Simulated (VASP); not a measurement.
Wanted: the native input for a VASP 6.6.1 run.

- Task: single point
- Functional: PBE
- Potentials or basis: VASP PAW PBE potentials, release 64 (K_sv)
- Cutoff: 520 eV
- k mesh: 14 × 14 × 14
- Occupations: gaussian, width 0.15 eV
- Spin: no spin polarisation
- Dipole correction: no
- Further INCAR settings: ALGO = Fast; EDIFF = 1e-06; NBANDS = 10

The structure of K lies in POSCAR:

```
K
1.0
   -2.5525500000      2.5525500000      2.7489000000
    2.5525500000     -2.5525500000      2.7489000000
    2.5525500000      2.5525500000     -2.7489000000
K
1
Direct
    0.0000000000      0.0000000000      0.0000000000
```

This cell differs from its parent crystal: strain -0.025 along x and y, +0.050 along z.

The input as run:

INCAR

```
PREC     = Accurate       # precision mode
ENCUT    = 520            # plane-wave cutoff, eV
EDIFF    = 1E-6           # SCF threshold, eV
ISMEAR   = 0              # smearing method
SIGMA    = 0.15           # smearing width, eV
LREAL    = False          # projectors in reciprocal space
LASPH    = True           # aspherical terms in the spheres
NELM     = 60             # most SCF steps
ALGO     = Fast           # electronic algorithm
ISIF     = 2              # what is computed and relaxed
LWAVE    = False          # write WAVECAR
LCHARG   = False          # write CHGCAR
GGA      = PE             # functional
NBANDS   = 10             # bands
```

KPOINTS

```
Automatic mesh
0
Gamma
  14 14 14
```

Potentials or basis: VASP PAW PBE potentials, release 64 (K_sv).

The run is started by

```bash
$ cat potpaw_PBE.64/K_sv/POTCAR > POTCAR
$ mpirun -np 1 vasp_std > vasp.out
```

It gave:

```
Pressure               : 0.1 GPa
Band gap on the k mesh : zero (an odd number of electrons rules out a gap without spin polarisation)
```

Caveat: the cell differs from its parent crystal (strain -0.025 along x and y, +0.050 along z).

Run time: 86 s on 1 thread of AMD EPYC 9R45 96-Core Processor (Zen 5), with other jobs on the host, peak memory 0.29 GiB.
